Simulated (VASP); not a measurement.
# Cs2LiVF6 (Fm-3m) in VASP: single point with PBE

Aim: the single point of Cs2LiVF6 with PBE.

Everything below comes from runs of VASP 6.6.1. Logs are shortened: lines on timing, memory, paths and dates and some standing lists are left out, and cuts for length are marked.

## (1) The cell of the first run

The structure is cubic, space group Fm-3m (No. 225). Conventional cell: a = 8.565 Å, b = 8.565 Å, c = 8.565 Å, α = 90.00°, β = 90.00°, γ = 90.00°. F (site symmetry 4mm) has 1 V at 1.84 Å and 1 Li at 2.44 Å within 2.5 Å. Li (site symmetry m-3m) has 6 F at 2.44 Å within 3.2 Å. Within 2.4 Å of V (site symmetry m-3m) lie 6 F at 1.84 Å. Cs (site symmetry -43m) has 12 F at 3.04 Å and 4 Li at 3.71 Å and 4 V at 3.71 Å within 4.0 Å.

## (2) Single point, PBE

File POSCAR:

```
Cs2LiVF6
1.0
    0.0000000000      4.2824210000      4.2824210000
    4.2824210000      0.0000000000      4.2824210000
    4.2824210000      4.2824210000      0.0000000000
F Li V Cs
6 1 1 2
Direct
    0.7850000000      0.2150000000      0.2150000000
    0.2150000000      0.7850000000      0.2150000000
    0.2150000000      0.7850000000      0.7850000000
    0.7850000000      0.2150000000      0.7850000000
    0.2150000000      0.2150000000      0.7850000000
    0.7850000000      0.7850000000      0.2150000000
    0.5000000000      0.5000000000      0.5000000000
    0.0000000000      0.0000000000      0.0000000000
    0.2500000000      0.2500000000      0.2500000000
    0.7500000000      0.7500000000      0.7500000000
```

File INCAR.step1:

```
SYSTEM = Cs2LiVF6
PREC = Accurate
ENCUT = 520
EDIFF = 1E-7
ISMEAR = -1
SIGMA = 0.0246
LREAL = .FALSE.
LASPH = .TRUE.
NELM = 60
ALGO = Normal
ISIF = 2
LWAVE = .FALSE.
LCHARG = .TRUE.
LMAXMIX = 4
GGA = PE
NBANDS = 49
```

File KPOINTS.step1:

```
Automatic mesh
0
G
  7 7 7
  0 0 0
```

File INCAR.step2:

```
SYSTEM = Cs2LiVF6
PREC = Accurate
ENCUT = 520
EDIFF = 1E-7
ISMEAR = -5
SIGMA = 0.0246
LREAL = .FALSE.
LASPH = .TRUE.
NELM = 60
ALGO = Normal
ISIF = 2
LWAVE = .FALSE.
LCHARG = .FALSE.
LMAXMIX = 4
GGA = PE
LORBIT = 10
NEDOS = 1001
ICHARG = 11
```

File KPOINTS.step2:

```
Automatic mesh
0
G
  11 11 11
  0 0 0
```

Potentials or basis: VASP PAW PBE potentials, release 64 (F, Li_sv, V_sv, Cs_sv).

Started as:

```
cat potpaw_PBE.64/F/POTCAR potpaw_PBE.64/Li_sv/POTCAR potpaw_PBE.64/V_sv/POTCAR potpaw_PBE.64/Cs_sv/POTCAR > POTCAR
cp INCAR.step1 INCAR
cp KPOINTS.step1 KPOINTS
mpirun -np 1 vasp_std > vasp.out
cp INCAR.step2 INCAR
cp KPOINTS.step2 KPOINTS
mpirun -np 1 vasp_std > vasp.out
```

OUTCAR:

```text
SYSTEM = Cs2LiVF6
   PREC = Accurate
   ENCUT = 520
   EDIFF = 1E-7
   ISMEAR = -5
   LREAL = .FALSE.
   LASPH = .TRUE.
   NELM = 60
   ISIF = 2
   GGA = PE
   LORBIT = 10
   ICHARG = 11

 ion  position               nearest neighbor table
   1  0.785  0.215  0.215-   8 1.84
   2  0.215  0.785  0.215-   8 1.84
   3  0.215  0.785  0.785-   8 1.84
   4  0.785  0.215  0.785-   8 1.84
   5  0.215  0.215  0.785-   8 1.84
   6  0.785  0.785  0.215-   8 1.84
   7  0.500  0.500  0.500-
   8  0.000  0.000  0.000-   1 1.84   2 1.84   3 1.84   4 1.84   5 1.84   6 1.84
   9  0.250  0.250  0.250-
  10  0.750  0.750  0.750-

  LATTYP: Found a face centered cubic cell.
 ALAT       =     8.5648420000

  Lattice vectors:

 A1 = (   0.0000000000,   4.2824210000,   4.2824210000)
 A2 = (   4.2824210000,   0.0000000000,   4.2824210000)
 A3 = (   4.2824210000,   4.2824210000,   0.0000000000)

Analysis of symmetry for initial positions (statically):
=====================================================================
 Subroutine PRICEL returns:
 Original cell was already a primitive cell.

 Routine SETGRP: Setting up the symmetry group for a
 face centered cubic supercell.

 Subroutine GETGRP returns: Found 48 space group operations
 (whereof 48 operations were pure point group operations)
 out of a pool of 48 trial point group operations.

The static configuration has the point symmetry O_h .

Analysis of symmetry for dynamics (positions and initial velocities):
=====================================================================
 Subroutine PRICEL returns:
 Original cell was already a primitive cell.

 Routine SETGRP: Setting up the symmetry group for a
 face centered cubic supercell.

 Subroutine GETGRP returns: Found 48 space group operations
 (whereof 48 operations were pure point group operations)
 out of a pool of 48 trial point group operations.

The dynamic configuration has the point symmetry O_h .

 Subroutine INISYM returns: Found 48 space group operations
 (whereof 48 operations are pure point group operations),
 and found     1 'primitive' translations

----------------------------------------------------------------------------------------

                                     Primitive cell

  volume of cell :     157.0717

  direct lattice vectors                    reciprocal lattice vectors
     0.000000000  4.282421000  4.282421000    -0.116756386  0.116756386  0.116756386
     4.282421000  0.000000000  4.282421000     0.116756386 -0.116756386  0.116756386
     4.282421000  4.282421000  0.000000000     0.116756386  0.116756386 -0.116756386

  length of vectors
     6.056257858  6.056257858  6.056257858     0.202227993  0.202227993  0.202227993

  position of ions in fractional coordinates (direct lattice)
     0.785000000  0.215000000  0.215000000
     0.215000000  0.785000000  0.215000000
     0.215000000  0.785000000  0.785000000
     0.785000000  0.215000000  0.785000000
     0.215000000  0.215000000  0.785000000
     0.785000000  0.785000000  0.215000000
     0.500000000  0.500000000  0.500000000
     0.000000000  0.000000000  0.000000000
     0.250000000  0.250000000  0.250000000
     0.750000000  0.750000000  0.750000000

  ion indices of the primitive-cell ions
   primitive index   ion index
                 1           1
                 2           2
                 3           3
                 4           4
                 5           5
                 6           6
                 7           7
                 8           8
                 9           9
                10          10

----------------------------------------------------------------------------------------

 KPOINTS: Automatic mesh

Automatic generation of k-mesh.
 Grid dimensions read from file:
 generate k-points for:   11   11   11

 Generating k-lattice:

  Cartesian coordinates                     Fractional coordinates (reciprocal lattice)
    -0.010614217  0.010614217  0.010614217     0.090909091  0.000000000  0.000000000
     0.010614217 -0.010614217  0.010614217     0.000000000  0.090909091  0.000000000
     0.010614217  0.010614217 -0.010614217     0.000000000  0.000000000  0.090909091

  Length of vectors
     0.018384363  0.018384363  0.018384363

  Shift w.r.t. Gamma in fractional coordinates (k-lattice)
     0.000000000  0.000000000  0.000000000

 TETIRR: Found    201 inequivalent tetrahedra from     7986

 Subroutine IBZKPT returns following result:
 ===========================================

 Found     56 irreducible k-points:

 Following reciprocal coordinates:
            Coordinates               Weight
  0.000000  0.000000  0.000000      1.000000
  0.090909  0.000000  0.000000      8.000000
  0.181818  0.000000  0.000000      8.000000
  0.272727  0.000000  0.000000      8.000000
  0.363636  0.000000  0.000000      8.000000
  0.454545  0.000000  0.000000      8.000000
[... 16 lines left out ...]
 -0.272727  0.181818  0.000000     24.000000
 -0.181818  0.181818  0.000000     12.000000
 [... further k-points ...]
   k-points           NKPTS =     56   k-points in BZ     NKDIM =     56   number of bands    NBANDS=     45
   number of dos      NEDOS =   1001   number of ions     NIONS =     10
   total plane-waves  NPLWV = 110592
   dimension x,y,z NGX =    48 NGY =   48 NGZ =   48
   dimension x,y,z NGXF=    96 NGYF=   96 NGZF=   96
   ions per type =               6   1   1   2
   NGX,Y,Z   is equivalent  to a cutoff of  13.18, 13.18, 13.18 a.u.
   NGXF,Y,Z  is equivalent  to a cutoff of  26.35, 26.35, 26.35 a.u.
 SYSTEM =  Cs2LiVF6
   PREC   = accura    normal or accurate (medium, high low for compatibility)
   ISTART =      0    job   : 0-new  1-cont  2-samecut
   ICHARG =     11    charge: 1-file 2-atom 10-const
   ISPIN  =      1    spin polarized calculation?
   LNONCOLLINEAR =      F non collinear calculations
   LSORBIT =      F    spin-orbit coupling
   LASPH  =      T    aspherical Exc in radial PAW
   ENCUT  =  520.0 eV  38.22 Ry    6.18 a.u.  11.26 11.26 11.26*2*pi/ulx,y,z
   NELM   =     60;   NELMIN=  2; NELMDL=  0     # of ELM steps
   EDIFF  = 0.1E-06   stopping-criterion for ELM
   LREAL  =      F    real-space projection
   EDIFFG = 0.1E-05   stopping-criterion for IOM
   NSW    =      0    number of steps for IOM
   IBRION =     -1    ionic relax: 0-MD 1-quasi-New 2-CG
   NFREE  =      0    steps in history (QN), initial steepest desc. (CG)
   ISIF   =      2    stress and relaxation
   ISYM   =      2    0-nonsym 1-usesym 2-fastsym
   POTIM  = 0.5000    time-step for ionic-motion
   TEBEG  =    0.0;   TEEND  =   0.0 temperature during run
   PSTRESS=    0.0 pullay stress
   NELECT =      76.0000    total number of electrons
   NUPDOWN=      -1.0000    fix difference up-down
   EMIN   =  10.00;   EMAX   =-10.00  energy-range for DOS
   EFERMI =   0.00;   METHOD = LEGACY
   ISMEAR =    -5;   SIGMA  =   0.02  broadening in eV -4-tet -1-fermi 0-gaus
   EFERMI_NEDOS =   21; number of points for ismear=-14 and -15
   IALGO  =     38    algorithm
   IMIX   =      4    mixing-type and parameters
     AMIX     =   0.40;   BMIX     =  1.00
     AMIX_MAG =   1.60;   BMIX_MAG =  1.00
  volume/ion in A,a.u.               =      15.71       106.00
  Fermi-wavevector in a.u.,A,eV,Ry     =   1.285227  2.428728 22.474235  1.651810
  Thomas-Fermi vector in A             =   2.417374
   LORBIT       =     10    0 simple, 1 ext, 2 COOP (PROOUT), +10 PAW based schemes
   GGA     = PE    functional components
   LHFCALC =     F    Hartree Fock is set to
   AEXX    =    0.0000 exact exchange contribution
   IVDW    =     0    specifies the selected vdW correction
   LEPSILON=     F    determine dielectric tensor
   LRPA    =     F    only Hartree local field effects (RPA)
 non-spin polarized calculation
 Fermi weights with tetrahedron method with Bloechl corrections
  energy-cutoff  :      520.00
  volume of cell :      157.07
 maximum number of plane-waves:      4279
 NGX is ok and might be reduce to    48

 number of electron      76.0000018 magnetization

 Free energy of the ion-electron system (eV)
  ---------------------------------------------------
  ext. energy  EPLUGINS =         0.00000000
  ---------------------------------------------------
  free energy    TOTEN  =       -49.80214232 eV

  energy without entropy =      -49.80214232  energy(sigma->0) =      -49.80214232

 E-fermi :   5.1005     XC(G=0):  -9.4612

 val. band max:        5.1013347847   @ k =  -0.3636   0.0909   0.0000
 cond. band min:       5.0986030193   @ k =   0.1818   0.0000   0.0000
 fundamental gap:     -0.0027317654
 Fermi energy:         5.1004745727

 k-point     1 :       0.0000    0.0000    0.0000
  band No.  band energies     occupation
      1     -60.8094      2.00000
      2     -44.6604      2.00000
      3     -34.8582      2.00000
      4     -34.8582      2.00000
      5     -34.8582      2.00000
      6     -21.3432      2.00000
[... 37 lines left out ...]
     44       7.8058      0.00000
     45       7.8058      0.00000

 k-point     2 :       0.0909    0.0000    0.0000
  band No.  band energies     occupation
      1     -60.8094      2.00000
      2     -44.6604      2.00000
      3     -34.8582      2.00000
      4     -34.8582      2.00000
      5     -34.8582      2.00000
      6     -21.3364      2.00000
[... 37 lines left out ...]
     44       7.8394      0.00000
     45       7.8427      0.00000

 k-point     3 :       0.1818    0.0000    0.0000
  band No.  band energies     occupation
      1     -60.8094      2.00000
      2     -44.6604      2.00000
      3     -34.8582      2.00000
      4     -34.8582      2.00000
      5     -34.8582      2.00000
      6     -21.3181      2.00000
[... 37 lines left out ...]
     44       7.9714      0.00000
     45       7.9969      0.00000

 k-point     4 :       0.2727    0.0000    0.0000
  band No.  band energies     occupation
      1     -60.8094      2.00000
      2     -44.6604      2.00000
      3     -34.8582      2.00000
      4     -34.8582      2.00000
      5     -34.8582      2.00000
      6     -21.2928      2.00000
[... 901 lines left out ...]
     44       8.5586      0.00000
     45       8.8824      0.00000

 k-point    23 :      -0.2727    0.1818    0.0000
  band No.  band energies     occupation
      1     -60.8094      2.00000
      2     -44.6604      2.00000
      3     -34.8582      2.00000
      4     -34.8582      2.00000
      5     -34.8582      2.00000
      6     -21.2612      2.00000
[... 37 lines left out ...]
     44       8.5022      0.00000
     45       8.6521      0.00000

 k-point    24 :      -0.1818    0.1818    0.0000
  band No.  band energies     occupation
      1     -60.8094      2.00000
      2     -44.6604      2.00000
      3     -34.8582      2.00000
      4     -34.8582      2.00000
      5     -34.8582      2.00000
      6     -21.2841      2.00000
[... 37 lines left out ...]
     44       8.3268      0.00000
     45       8.4670      0.00000

 [... further k-points ...]

------------------------ aborting loop because EDIFF is reached ----------------------------------------

  FORCE on cell =-STRESS in cart. coord.  units (eV):
  Direction    XX          YY          ZZ          XY          YZ          ZX
  --------------------------------------------------------------------------------------
  -------------------------------------------------------------------------------------
  Total       10.3897846     10.3897846     10.3897846      0.0000000      0.0000000      0.0000000
  in kB      105.9788131    105.9788131    105.9788131      0.0000000      0.0000000      0.0000000
  external PRESSURE =     105.9788131 kB  Pullay stress =       0.0000000 kB

 VOLUME and BASIS-vectors are now :
 -----------------------------------------------------------------------------
  energy-cutoff  :      520.00
  volume of cell :      157.07
      direct lattice vectors                 reciprocal lattice vectors
     0.000000000  4.282421000  4.282421000    -0.116756386  0.116756386  0.116756386
     4.282421000  0.000000000  4.282421000     0.116756386 -0.116756386  0.116756386
     4.282421000  4.282421000  0.000000000     0.116756386  0.116756386 -0.116756386

 POSITION                                       TOTAL-FORCE (eV/Angst)
 -----------------------------------------------------------------------------------
      1.84144      4.28242      4.28242         2.890001     -0.000000     -0.000000
      4.28242      1.84144      4.28242         0.000000      2.890001     -0.000000
      6.72340      4.28242      4.28242        -2.890001     -0.000000     -0.000000
      4.28242      6.72340      4.28242         0.000000     -2.890001     -0.000000
      4.28242      4.28242      1.84144         0.000000     -0.000000      2.890001
      4.28242      4.28242      6.72340         0.000000     -0.000000     -2.890001
      4.28242      4.28242      4.28242         0.000000     -0.000000     -0.000000
      0.00000      0.00000      0.00000         0.000000     -0.000000     -0.000000
      2.14121      2.14121      2.14121         0.000000     -0.000000      0.000000
      6.42363      6.42363      6.42363         0.000000     -0.000000      0.000000
 -----------------------------------------------------------------------------------
    total drift:                                0.000000     -0.000000     -0.000000

  FREE ENERGIE OF THE ION-ELECTRON SYSTEM (eV)
  ---------------------------------------------------
  free  energy   TOTEN  =       -49.8021423224 eV

  energy  without entropy=      -49.8021423224  energy(sigma->0) =      -49.80214232

 total charge

# of ion       s       p       d       tot
------------------------------------------
    1        1.738   4.384   0.000   6.122
    2        1.738   4.384   0.000   6.122
    3        1.738   4.384   0.000   6.122
    4        1.738   4.384   0.000   6.122
    5        1.738   4.384   0.000   6.122
    6        1.738   4.384   0.000   6.122
    7        1.992   0.014   0.000   2.005
    8        2.262   6.334   3.172  11.769
    9        1.837   4.735   0.040   6.613
   10        1.837   4.735   0.040   6.613
--------------------------------------------------
tot         18.355  42.124   3.252  63.732
```

It took 8 min on 1 thread of Intel Xeon Platinum 8259CL at 2.50GHz (Skylake/Cascade Lake), shared host; peak memory 0.52 GiB.

What came out:

```yaml
Valence_electrons_inside_the_program's_atomic_spheres: F 6.12; Li 2.00; V 11.77; Cs 6.61
```

Levels at points of the mesh, in eV from the Fermi level:
| k point | band 34 | band 35 | band 36 | band 37 | band 38 | band 39 | band 40 | band 41 | band 42 | band 43 |
| --- | --- | --- | --- | --- | --- | --- | --- | --- | --- | --- |
| (0.00, 0.00, 0.00) | -6.48 | -6.34 | -6.34 | -6.34 | -0.01 | -0.01 | -0.01 | 1.26 | 2.23 | 2.23 |

Caveat: the cutoff is under 1.25 times the usual one of these potentials, so pressure, stress and relaxed cells hold a basis-set (Pulay) error; spin-orbit coupling is left out, which moves the levels of the heavy elements; the run has no spin polarisation, though such a crystal can be magnetic; semilocal functionals often make such compounds metallic where correlation or magnetic order opens a gap, which also shifts bond lengths.
